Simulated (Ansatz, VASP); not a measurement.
# Bi4O in VASP and in Ansatz

```
Bi O
1.0
    -3.68201    3.68201    2.62549
     3.68201   -3.68201    2.62549
     3.68201    3.68201   -2.62549
Bi O
4 1
Direct
  0.00000 0.66099 0.66099
  0.00000 0.33901 0.33901
  0.66099 0.00000 0.66099
  0.33901 0.00000 0.33901
  0.00000 0.00000 0.00000
```

Alike in both runs: task relaxation of cell and atoms; functional PBE; k mesh 4 × 4 × 4; occupations gaussian, width 0.1 eV; no spin polarisation.

|  | VASP | Ansatz |
| --- | --- | --- |
| version | VASP 6.6.1 | Ansatz 0.2.0 |
| potentials or method | VASP PAW PBE potentials, release 64 (Bi_d, O), cutoff 600 eV | scalar-relativistic, plane waves, PAW |
| valence electrons in the cell | 66 | 66 |

VASP gave:

```
gap on the k mesh at the Fermi level, each at its own relaxed structure (eV)  : none
relaxed volume (Å³/atom)                                                      : 30.47
relaxed length of the cell vector where the two differ most in proportion (Å) : 6.430
```

Problem. Estimate Ansatz's values.

Solution. gap on the k mesh at the Fermi level, each at its own relaxed structure (eV): none; relaxed volume (Å³/atom): 30.48; relaxed length of the cell vector where the two differ most in proportion (Å): 6.435.

A gap of «none» marks a metal or a gap that the smearing closes.

The k mesh is coarse, so the values compare programs but aren't converged. Spin-orbit coupling is off throughout.
